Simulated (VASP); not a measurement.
A run of VASP 6.6.1:

The input INCAR:

```
  PREC = Accurate
  ENCUT = 520
  EDIFF = 1E-6
  ISMEAR = 0
  SIGMA = 0.1
  LREAL = False
  LASPH = True
  NELM = 100
  ALGO = Normal
  ISIF = 2
  LWAVE = False
  LCHARG = False
  LDIPOL = True
  IDIPOL = 3
  DIPOL = 0.5 0.5 0.500
  GGA = PE
  NBANDS = 15
```

The input KPOINTS:

```
Automatic mesh
0
Gamma
  8 8 1
```

POSCAR

```
SiO2
1.0
    2.6668897400      0.0000000000      0.0000000000
   -1.2955617500      2.4306366600      0.0000000000
    0.0000000000      0.0000000000     16.0000000000
Si O
1 2
Direct
    0.0000000000      0.0000000000      0.5000000000
    0.3570626900      0.7140952700      0.4405479200
    0.6429373100      0.2859047300      0.5594520800
```

Potentials or basis: VASP PAW PBE potentials, release 64 (Si, O).

Command:

```bash
$ cat potpaw_PBE.64/Si/POTCAR potpaw_PBE.64/O/POTCAR > POTCAR
$ mpirun -np 1 vasp_std > vasp.out
```

Hardware: 1 thread of Intel(R) Xeon(R) 6975P-C (Granite Rapids) (shared host).

Question: How long does it take, and how much memory?

Answer: Run time: 27 s on 1 thread of Intel(R) Xeon(R) 6975P-C (Granite Rapids), with other jobs on the host, peak memory 0.21 GiB. Counts: scf iterations 20, k points 34.
